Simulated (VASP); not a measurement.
# SnTe (P1) in VASP: further runs, part 2 of 2

VASP 6.6.1. The steps go on from the part before.

### Step 3. Single point, PBE

This run uses another cell than the first one, of 34.07 Å³/atom, 1.022 times its volume.

Contents of INCAR:

```
PREC = Accurate
ENCUT = 520
EDIFF = 1E-7
ISMEAR = -1
SIGMA = 0.112
LREAL = Auto
LASPH = T
NELM = 60
ALGO = Normal
ISIF = 2
LWAVE = F
LCHARG = F
GGA = PE
NBANDS = 94
```

Contents of KPOINTS:

```
regular mesh
0
Gamma
  2 2 2
```

Contents of POSCAR:

```
SnTe
1.0
    0.0000000000      6.4833940000      6.4833940000
    6.4833940000      0.0000000000      6.4833940000
    6.4833940000      6.4833940000      0.0000000000
Sn Te
8 8
Direct
   -0.0107361977      0.0271154275     -0.0258650022
   -0.0030827989      0.0083172487      0.4905788542
    0.0041000902      0.4719460980      0.0202195794
   -0.0094733561      0.5226507135      0.5046852775
    0.5064102999     -0.0319106783      0.0118828965
    0.4919897665     -0.0188547079      0.4849294212
    0.5050098760      0.5174906847      0.0026103612
    0.4555172029      0.5162647064      0.5150088827
    0.2415670712      0.2768482835      0.2413670217
    0.2519772051      0.2334582011      0.7796748894
    0.2708746376      0.7487066188      0.2455209417
    0.2470436009      0.6952792010      0.7729940522
    0.7474966044      0.2226893815      0.2312753166
    0.7244046868      0.3368953051      0.6884221443
    0.7342111246      0.7579150673      0.2875253301
    0.7837332576      0.7362798713      0.7268335844
```

Potentials or basis: VASP PAW PBE potentials, release 64 (Sn_d, Te).

On the command line:

```sh
$ cat potpaw_PBE.64/Sn_d/POTCAR potpaw_PBE.64/Te/POTCAR > POTCAR
$ mpirun -np 1 vasp_std > vasp.out
```

OUTCAR:

```text
PREC = Accurate
   ENCUT = 520
   EDIFF = 1E-7
   ISMEAR = -1
   LREAL = Auto
   LASPH = T
   NELM = 60
   ISIF = 2
   GGA = PE

 ion  position               nearest neighbor table
   1  0.989  0.027  0.974-  13 2.95  10 3.07  15 3.43  12 3.51  14 3.58  11 3.59
   2  0.997  0.008  0.491-  16 3.16  11 3.28  13 3.32   9 3.33  14 3.47  12 3.48
   3  0.004  0.472  0.020-   9 2.99  12 3.03  10 3.11  13 3.30  16 3.35  15 3.59
   4  0.991  0.523  0.505-  16 2.83  14 2.98  15 3.08  11 3.29   9 3.30  10 3.48
   5  0.506  0.968  0.012-  11 2.95  10 3.16  15 3.29  16 3.36   9 3.51
   6  0.492  0.981  0.485-  15 2.75  13 3.22   9 3.23  12 3.45  16 3.47  10 3.57
   7  0.505  0.517  0.003-  11 3.07  13 3.10  12 3.22  16 3.25   9 3.27  14 3.28
   8  0.456  0.516  0.515-  12 2.86  14 2.93  11 2.97  10 3.18  15 3.39
   9  0.242  0.277  0.241-   3 2.99   6 3.23   7 3.27   4 3.30   2 3.33   5 3.51
  10  0.252  0.233  0.780-   1 3.07   3 3.11   5 3.16   8 3.18   4 3.48   6 3.57
  11  0.271  0.749  0.246-   5 2.95   8 2.97   7 3.07   2 3.28   4 3.29   1 3.59
  12  0.247  0.695  0.773-   8 2.86   3 3.03   7 3.22   6 3.45   2 3.48   1 3.51
  13  0.747  0.223  0.231-   1 2.95   7 3.10   6 3.22   3 3.30   2 3.32
  14  0.724  0.337  0.688-   8 2.93   4 2.98   7 3.28   2 3.47   1 3.58
  15  0.734  0.758  0.288-   6 2.75   4 3.08   5 3.29   8 3.39   1 3.43   3 3.59
  16  0.784  0.736  0.727-   4 2.83   2 3.16   7 3.25   3 3.35   5 3.36   6 3.47

  LATTYP: Found a face centered cubic cell.
 ALAT       =    12.9667880000

  Lattice vectors:

 A1 = (   0.0000000000,   6.4833940000,   6.4833940000)
 A2 = (   6.4833940000,   0.0000000000,   6.4833940000)
 A3 = (   6.4833940000,   6.4833940000,   0.0000000000)

Analysis of symmetry for initial positions (statically):
=====================================================================
 Subroutine PRICEL returns:
 Original cell was already a primitive cell.

 Routine SETGRP: Setting up the symmetry group for a
 face centered cubic supercell.

 Subroutine GETGRP returns: Found  1 space group operations
 (whereof  1 operations were pure point group operations)
 out of a pool of 48 trial point group operations.

The static configuration has the point symmetry C_1 .

Analysis of symmetry for dynamics (positions and initial velocities):
=====================================================================
 Subroutine PRICEL returns:
 Original cell was already a primitive cell.

 Routine SETGRP: Setting up the symmetry group for a
 face centered cubic supercell.

 Subroutine GETGRP returns: Found  1 space group operations
 (whereof  1 operations were pure point group operations)
 out of a pool of 48 trial point group operations.

The dynamic configuration has the point symmetry C_1 .

 Subroutine INISYM returns: Found  1 space group operations
 (whereof  1 operations are pure point group operations),
 and found     1 'primitive' translations

----------------------------------------------------------------------------------------

                                     Primitive cell

  volume of cell :     545.0511

  direct lattice vectors                    reciprocal lattice vectors
     0.000000000  6.483394000  6.483394000    -0.077120101  0.077120101  0.077120101
     6.483394000  0.000000000  6.483394000     0.077120101 -0.077120101  0.077120101
     6.483394000  6.483394000  0.000000000     0.077120101  0.077120101 -0.077120101

  length of vectors
     9.168903725  9.168903725  9.168903725     0.133575933  0.133575933  0.133575933

[... 74 lines left out ...]
   number of dos      NEDOS =    301   number of ions     NIONS =     16
   total plane-waves  NPLWV = 343000
   dimension x,y,z NGX =    70 NGY =   70 NGZ =   70
   dimension x,y,z NGXF=   140 NGYF=  140 NGZF=  140
   ions per type =               8   8
   NGX,Y,Z   is equivalent  to a cutoff of  12.69, 12.69, 12.69 a.u.
   NGXF,Y,Z  is equivalent  to a cutoff of  25.38, 25.38, 25.38 a.u.
 SYSTEM =  unknown system
   PREC   = accura    normal or accurate (medium, high low for compatibility)
   ISTART =      0    job   : 0-new  1-cont  2-samecut
   ICHARG =      2    charge: 1-file 2-atom 10-const
   ISPIN  =      1    spin polarized calculation?
   LNONCOLLINEAR =      F non collinear calculations
   LSORBIT =      F    spin-orbit coupling
   LASPH  =      T    aspherical Exc in radial PAW
   ENCUT  =  520.0 eV  38.22 Ry    6.18 a.u.  17.05 17.05 17.05*2*pi/ulx,y,z
   NELM   =     60;   NELMIN=  2; NELMDL= -5     # of ELM steps
   EDIFF  = 0.1E-06   stopping-criterion for ELM
   LREAL  =      T    real-space projection
   EDIFFG = 0.1E-05   stopping-criterion for IOM
   NSW    =      0    number of steps for IOM
   IBRION =     -1    ionic relax: 0-MD 1-quasi-New 2-CG
   NFREE  =      0    steps in history (QN), initial steepest desc. (CG)
   ISIF   =      2    stress and relaxation
   ISYM   =      2    0-nonsym 1-usesym 2-fastsym
   POTIM  = 0.5000    time-step for ionic-motion
   TEBEG  =    0.0;   TEEND  =   0.0 temperature during run
   PSTRESS=    0.0 pullay stress
   NELECT =     160.0000    total number of electrons
   NUPDOWN=      -1.0000    fix difference up-down
   EMIN   =  10.00;   EMAX   =-10.00  energy-range for DOS
   EFERMI =   0.00;   METHOD = LEGACY
   ISMEAR =    -1;   SIGMA  =   0.11  broadening in eV -4-tet -1-fermi 0-gaus
   EFERMI_NEDOS =   21; number of points for ismear=-14 and -15
   IALGO  =     38    algorithm
   IMIX   =      4    mixing-type and parameters
     AMIX     =   0.40;   BMIX     =  1.00
     AMIX_MAG =   1.60;   BMIX_MAG =  1.00
  volume/ion in A,a.u.               =      34.07       229.89
  Fermi-wavevector in a.u.,A,eV,Ry     =   1.088017  2.056054 16.106323  1.183781
  Thomas-Fermi vector in A             =   2.224189
   LORBIT       =      0    0 simple, 1 ext, 2 COOP (PROOUT), +10 PAW based schemes
   GGA     = PE    functional components
   LHFCALC =     F    Hartree Fock is set to
   AEXX    =    0.0000 exact exchange contribution
   IVDW    =     0    specifies the selected vdW correction
   LEPSILON=     F    determine dielectric tensor
   LRPA    =     F    only Hartree local field effects (RPA)
 non-spin polarized calculation
  energy-cutoff  :      520.00
  volume of cell :      545.05
 maximum number of plane-waves:     14684
 NGX is ok and might be reduce to    70
   NGX = 35   NGY = 35   NGZ = 35

 number of electron     159.9999995 magnetization

 Free energy of the ion-electron system (eV)
  ---------------------------------------------------
  ext. energy  EPLUGINS =         0.00000000
  ---------------------------------------------------
  free energy    TOTEN  =       -58.86134354 eV

  energy without entropy =      -58.78033389  energy(sigma->0) =      -58.82083871

 E-fermi :   5.8646     XC(G=0):  -9.0883

 val. band max:        5.6525932328   @ k =   0.0000   0.0000   0.0000
 cond. band min:       6.0409291358   @ k =   0.0000   0.0000   0.0000
 fundamental gap:      0.3883359029
 Fermi energy:         5.8646068180

 k-point     1 :       0.0000    0.0000    0.0000
  band No.  band energies     occupation
      1     -16.0996      2.00000
      2     -16.0988      2.00000
      3     -16.0890      2.00000
      4     -16.0842      2.00000
      5     -16.0837      2.00000
      6     -16.0341      2.00000
[... 749 lines left out ...]
     91       7.7030      0.00000
     92       8.0257      0.00000
 [bands above 92 left out]

------------------------ aborting loop because EDIFF is reached ----------------------------------------

  FORCE on cell =-STRESS in cart. coord.  units (eV):
  Direction    XX          YY          ZZ          XY          YZ          ZX
  --------------------------------------------------------------------------------------
  -------------------------------------------------------------------------------------
  Total        5.8992072      0.6005713     -0.2188218      0.3881510     -0.3297301      0.6082409
  in kB       17.3407147      1.7653787     -0.6432264      1.1409695     -0.9692414      1.7879235
  external PRESSURE =       6.1542890 kB  Pullay stress =       0.0000000 kB

 VOLUME and BASIS-vectors are now :
 -----------------------------------------------------------------------------
  energy-cutoff  :      520.00
  volume of cell :      545.05
      direct lattice vectors                 reciprocal lattice vectors
     0.000000000  6.483394000  6.483394000    -0.077120101  0.077120101  0.077120101
     6.483394000  0.000000000  6.483394000     0.077120101 -0.077120101  0.077120101
     6.483394000  6.483394000  0.000000000     0.077120101  0.077120101 -0.077120101

 POSITION                                       TOTAL-FORCE (eV/Angst)
 -----------------------------------------------------------------------------------
      6.49150     12.72949      6.58959        -0.085880     -0.252746     -0.257687
      3.23454      9.64402      6.51733         0.342256      0.019407      0.071448
      3.19090      0.15767      3.08640        -0.200406     -0.366677     -0.190491
      6.66062      9.69405      9.81052        -0.984712      0.113112     -0.300221
      6.35355      3.36030      9.55976         0.214006     -0.103412      0.431721
      9.50514      6.33375      9.55092         1.218296     -0.045245      0.013825
[... 8 lines left out ...]
      6.77800      6.62432      9.67404        -1.582658     -0.409033      0.195456
      9.48594      9.79360      9.85484         1.427958     -0.113171     -0.044626
 -----------------------------------------------------------------------------------
    total drift:                                0.001779     -0.032237      0.010779

  FREE ENERGIE OF THE ION-ELECTRON SYSTEM (eV)
  ---------------------------------------------------
  free  energy   TOTEN  =       -58.8613435406 eV

  energy  without entropy=      -58.7803338869  energy(sigma->0) =      -58.82083871
```

Wall time 7.9 min (1 thread of Intel Xeon 6975P-C (Granite Rapids), shared host); peak memory 0.8 GiB.

Results:

```yaml
Free_energy: -58.8613 eV
Pressure: 0.6 GPa
Largest_force: 1.892 eV/Å
Band_gap_on_the_k_mesh: 0.39 eV, direct
```

Forces in eV/Å, atoms in the order of the input:
```
Sn  -0.086 -0.253 -0.258
Sn   0.342  0.019  0.071
Sn  -0.200 -0.367 -0.190
Sn  -0.985  0.113 -0.300
Sn   0.214 -0.103  0.432
Sn   1.218 -0.045  0.014
Sn  -0.408 -0.118 -0.215
Sn  -0.530  0.125 -0.019
Te  -0.452  0.545 -0.093
Te   0.091 -0.157  0.060
Te   0.269 -0.964  0.055
Te   0.788 -0.458  0.709
Te   0.454  0.449  0.086
Te  -0.561  1.735 -0.504
Te  -1.583 -0.409  0.195
Te   1.428 -0.113 -0.045
```

Levels at points of the mesh, in eV from the valence-band top:
| k point | band 77 | band 78 | band 79 | band 80 | band 81 | band 82 | band 83 | band 84 |
| --- | --- | --- | --- | --- | --- | --- | --- | --- |
| (0.00, 0.00, 0.00) | -0.46 | -0.20 | -0.15 | 0.00 | 0.39 | 0.47 | 0.58 | 0.62 |
| (0.50, 0.00, 0.00) | -1.01 | -0.94 | -0.77 | -0.64 | 1.41 | 1.52 | 1.59 | 1.70 |
| (0.00, 0.50, 0.00) | -1.21 | -0.94 | -0.83 | -0.42 | 1.32 | 1.48 | 1.51 | 1.68 |
| (0.00, 0.00, 0.50) | -1.12 | -1.06 | -0.70 | -0.48 | 1.36 | 1.48 | 1.64 | 1.68 |
| (0.50, 0.50, 0.50) | -1.09 | -0.90 | -0.70 | -0.59 | 1.35 | 1.47 | 1.55 | 1.68 |
| (0.50, 0.50, 0.00) | -0.55 | -0.49 | -0.31 | -0.08 | 0.66 | 0.81 | 0.86 | 0.99 |
| (0.00, 0.50, 0.50) | -0.75 | -0.58 | -0.48 | -0.33 | 0.81 | 0.94 | 1.06 | 1.10 |
| (0.50, 0.00, 0.50) | -0.67 | -0.52 | -0.38 | -0.06 | 0.76 | 0.81 | 0.83 | 0.98 |

Caveat: spin-orbit coupling is left out, which moves the levels of the heavy elements; forces of over 1 eV/Å act on the atoms, so gaps and moduli don't describe the material at rest. A k mesh can miss the band edges.
